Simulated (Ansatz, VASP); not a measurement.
## CdH6: VASP beside Ansatz

The input INCAR:

```
SYSTEM = CdH6
  PREC = Accurate
  ENCUT = 540
  EDIFF = 1E-7
  ISMEAR = 0
  SIGMA = 0.02
  LREAL = .False.
  LASPH = .True.
  NELM = 120
  ALGO = Normal
  ISIF = 3
  LWAVE = .False.
  LCHARG = .False.
  GGA = PE
  IBRION = 2
  NSW = 100
  EDIFFG = -0.01
  GGA_COMPAT = .False.
  NELMIN = 4
```

The input KPOINTS:

```
Automatic mesh
0
Gamma
  8 8 4
  0 0 0
```

File POSCAR:

```
CdH6
1.0
    3.8489990187      0.0000000000      0.0000000000
    0.0000000000      3.8489990187      0.0000000000
    0.0000000000      0.0000000000      7.1692335934
Cd H
1 6
Direct
    0.5000000000      0.5000000000      0.5000000000
    0.9028898111      0.5000000000      0.0000000000
    0.0971101889      0.5000000000      0.0000000000
    0.5000000000      0.9028898111      0.0000000000
    0.5000000000      0.0971101889      0.0000000000
    0.0000000000      0.5000000000      0.5000000000
    0.5000000000      0.0000000000      0.5000000000
```

Input for Ansatz:

```yaml
crystal:
  lattice:
    - [3.8489990187, 0.0, 0.0]
    - [0.0, 3.8489990187, 0.0]
    - [0.0, 0.0, 7.1692335934]
  atoms:
    - { symbol: Cd, position: [0.5, 0.5, 0.5] }
    - { symbol: H, position: [0.9028898111, 0.5, 0.0] }
    - { symbol: H, position: [0.0971101889, 0.5, 0.0] }
    - { symbol: H, position: [0.5, 0.9028898111, 0.0] }
    - { symbol: H, position: [0.5, 0.0971101889, 0.0] }
    - { symbol: H, position: [0.0, 0.5, 0.5] }
    - { symbol: H, position: [0.5, 0.0, 0.5] }
basis:
  ecutwfc: 420
kpoints:
  mp_grid: { grid: [8, 8, 4] }
hamiltonian:
  xc: pbe
scf:
  occupations: { method: gaussian, width: 0.02 }
output:
  forces: true
  stress: true
  eigenvalues: true
  write_density: true
  write_potential: true
  elf: true
  volumetric_format: npy
relax:
  adjacent_minimum: "off"
  f_tol: 0.01
  max_steps: 80
  cell: { stress_tol: 0.05 }
```

Alike in both runs: task relaxation of cell and atoms; functional PBE; k mesh 8 × 8 × 4; occupations gaussian, width 0.02 eV; no spin polarisation.

|  | VASP | Ansatz |
| --- | --- | --- |
| version | VASP 6.6.1 | Ansatz 0.2.0 |
| potentials or method | VASP PAW PBE potentials, release 64 (Cd_sv_GW, H), cutoff 540 eV | scalar-relativistic, plane waves, PAW |
| valence electrons in the cell | 26 | 26 |

Ansatz gave:

| Quantity | Value |
| --- | --- |
| gap on the k mesh at the Fermi level, each at its own relaxed structure (eV) | none |
| relaxed volume (Å³/atom) | 15.77 |
| relaxed length of the cell vector where the two differ most in proportion (Å) | 7.404 |

**Question.** What did VASP give for the same quantities?

**Answer.** gap on the k mesh at the Fermi level, each at its own relaxed structure (eV): none; relaxed volume (Å³/atom): 13.92; relaxed length of the cell vector where the two differ most in proportion (Å): 6.645.

A gap of «none» marks a metal or a gap that the smearing closes. One of these differences is far larger than is usual between the two programs; its cause wasn't traced.
